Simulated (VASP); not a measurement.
A run of VASP 6.6.1 is set up as follows.

File INCAR:

```
SYSTEM = Pt
ALGO = Normal
DIPOL = 0.5 0.5 0.500
EDIFF = 1E-7
ENCUT = 520
GGA = CA
IDIPOL = 3
ISIF = 2
ISMEAR = -1
LASPH = .True.
LCHARG = .False.
LDIPOL = .True.
LREAL = .False.
LWAVE = .False.
NBANDS = 33
NELM = 60
PREC = Accurate
SIGMA = 0.08
```

The input KPOINTS:

```
k-points
0
Gamma
  12 9 1
  0 0 0
```

Contents of POSCAR:

```
Pt
1.0
    2.7538682155      0.0000000000      0.0000000000
    0.0000000000      3.8945577794      0.0000000000
    0.0000000000      0.0000000000     21.5077000000
Pt
5
Direct
    0.0000000000      0.0000000000      0.3781786262
    0.5000000000      0.5000000000      0.4319567024
    0.0000000000      0.0000000000      0.4999999987
    0.5000000000      0.5000000000      0.5680432963
    0.0000000000      0.0000000000      0.6218213766
```

Potentials or basis: VASP PAW LDA potentials, release 64 (Pt).

Command:

```sh
$ cat potpaw_LDA.64/Pt/POTCAR > POTCAR
$ mpirun -np 1 vasp_std > vasp.out
```

Task: Estimate the largest force.

Result: 0.051 eV/Å.

Task: What does it give for the band gap on the k mesh?

Result: Zero (band 25 reaches 0.49 eV, above the bottom of band 26 at -0.42 eV).

Forces in eV/Å, atoms in the order of the input:
```
Pt   0.000  0.000 -0.051
Pt   0.000  0.000  0.019
Pt   0.000  0.000  0.000
Pt   0.000  0.000 -0.019
Pt   0.000  0.000  0.051
```

Caveat: spin-orbit coupling is left out, which moves the levels of the heavy elements.
